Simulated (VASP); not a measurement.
Runs of VASP 6.6.1 on La. The structure is that of space group Fd-3m (No. 227), or close to it. The cells are those of the table. This isn't the form of La at room conditions, which is double hcp.

| cell | k mesh | gap on the mesh (eV) | pressure (GPa) |
| --- | --- | --- | --- |
| a = 4.901 Å, angles 60.0°, 2 atoms | 9 × 9 × 9 | none | (c) |
| a = 4.712 Å, angles 60.0°, 2 atoms | 9 × 9 × 9 | none | 1.6 |
| a = 4.840 Å, angles 60.0°, 2 atoms | 9 × 9 × 9 | none | -1.3 |
| a = 4.646 Å, angles 60.0°, 2 atoms | 9 × 9 × 9 | none | (a) |
| a = 4.577 Å, angles 60.0°, 2 atoms | 9 × 9 × 9 | none | 6.7 |
| a = 4.961 Å, angles 60.0°, 2 atoms | 9 × 9 × 9 | none | -2.7 |
| a = 4.777 Å, angles 60.0°, 2 atoms | 13 × 13 × 13 | none | (b) |
| a = 4.777 Å, angles 60.0°, 2 atoms | 9 × 9 × 9 | none | -0.1 |

Alike in all rows: task single point; level RPBE; potentials or basis VASP PAW PBE potentials, release 64 (La); no spin polarisation; cutoff (eV) 520; smearing fermi-dirac 0.1 eV.

Question: Fill in the values left out.

Answer: (a) 3.8; (b) 0.0; (c) -2.1.

Caveats: the PAW data sets were made with another functional, which shifts forces and pressure a little; spin-orbit coupling is left out, which moves the levels of the heavy elements; the cell stands under pressure (at least some runs).

A k mesh can miss the band edges, and the runs leave out spin-orbit coupling on La.

A gap of «none» marks levels without a gap at the run's occupations.
